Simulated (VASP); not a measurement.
BiTe: single point with PBE

BiTe:

```
Bi Te
1.0
     3.20243    3.20243    0.00000
    -3.20243    3.20243    0.00000
     0.00000    0.00000    6.56091
Bi Te
2 2
Direct
  0.00000 0.00000 0.00000
  0.50000 0.50000 0.50000
  0.50000 0.50000 0.00000
  0.00000 0.00000 0.50000
```

This cell differs from its parent crystal: biaxial strain in the a-b plane: -1.5 %.

| Quantity | Value |
| --- | --- |
| Program | VASP 6.6.1 |
| Task | single point |
| Functional | PBE |
| Potentials or basis | VASP PAW PBE potentials, release 64 (Bi_d, Te) |
| Cutoff | 520 eV |
| k mesh | 12 × 12 × 8 |
| Occupations | gaussian, width 0.1 eV |
| Spin | no spin polarisation |
| Dipole correction | no |
| Further INCAR settings | ALGO = Normal; EDIFF = 1e-06; NBANDS = 29 |

The pressure is 1.1 GPa and the band gap on the k mesh is zero (band 21 reaches 9.30 eV, above the bottom of band 22 at 5.88 eV).

Stress tensor (GPa, compression positive):
```
 1.96  0.00  0.00
 0.00  1.96  0.00
 0.00  0.00 -0.69
```

Levels at points of the mesh, in eV from the Fermi level:
```
           k point  band 17  band 18  band 19  band 20  band 21  band 22  band 23  band 24  band 25  band 26
(0.00, 0.00, 0.00)    -4.03    -2.68    -2.68    -2.37     1.79     2.25     2.35     2.35     3.67     3.67
(0.50, 0.00, 0.00)    -2.16    -2.16    -1.99    -1.99    -0.14    -0.14    -0.03    -0.03     2.91     2.91
(0.50, 0.50, 0.00)    -4.22    -4.22    -3.91    -3.91     2.20     2.20     3.30     3.30     3.88     3.88
(0.00, 0.00, 0.50)    -3.44    -3.44    -2.91    -2.91     0.83     0.83     2.87     2.87     2.87     2.87
(0.50, 0.00, 0.50)    -1.92    -1.92    -1.59    -1.59    -0.85    -0.85    -0.64    -0.64    -0.61    -0.61
(0.50, 0.50, 0.50)    -5.10    -5.10    -1.66    -1.66    -0.32    -0.32     4.07     4.07     4.07     4.07
```

Wall time 3.5 min on 1 thread of Intel(R) Xeon(R) 6975P-C (Granite Rapids), with other jobs on the host, peak memory 0.58 GiB.

Caveat: the cell differs from its parent crystal (biaxial strain in the a-b plane: -1.5 %); spin-orbit coupling is left out, which moves the levels of the heavy elements.
